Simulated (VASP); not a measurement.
Runs of VASP 6.6.1 on P. The structure is that of space group C2/m (No. 12), or close to it. The cells are those of the table. 

| cell | gap on the mesh (eV) | pressure (GPa) | largest force (eV/Å) |
| --- | --- | --- | --- |
| a = 5.873, b = 5.873, c = 5.294 Å, angles 90.4, 90.4, 82.9°, 8 atoms | 2.02 | 3.3 | 1.16 |
| a = 5.873, b = 5.873, c = 5.427 Å, angles 90.4, 90.4, 82.9°, 8 atoms | 1.99 | 1.7 | 1.04 |
| a = 5.873, b = 5.873, c = 5.559 Å, angles 90.4, 90.4, 82.9°, 8 atoms | (a) | (b) | 1.63 |
| a = 6.024, b = 6.024, c = 5.162 Å, angles 90.4, 90.4, 82.9°, 8 atoms | 2.08 | 1.5 | 0.98 |

Alike in all rows: task single point; level PBEsol; potentials or basis VASP PAW PBE potentials, release 64 (P); no spin polarisation; k mesh 6 × 6 × 6; cutoff (eV) 520; smearing gaussian 0.05 eV.

Q: Estimate the missing entries.

A: (a) 1.97; (b) 0.3.

Caveats: this functional lacks dispersion, which holds the molecules together, so the pressure and a relaxed volume are unreliable; the PAW data sets were made with another functional, which shifts forces and pressure a little; the cell stands under pressure (at least some runs).

A k mesh can miss the band edges.
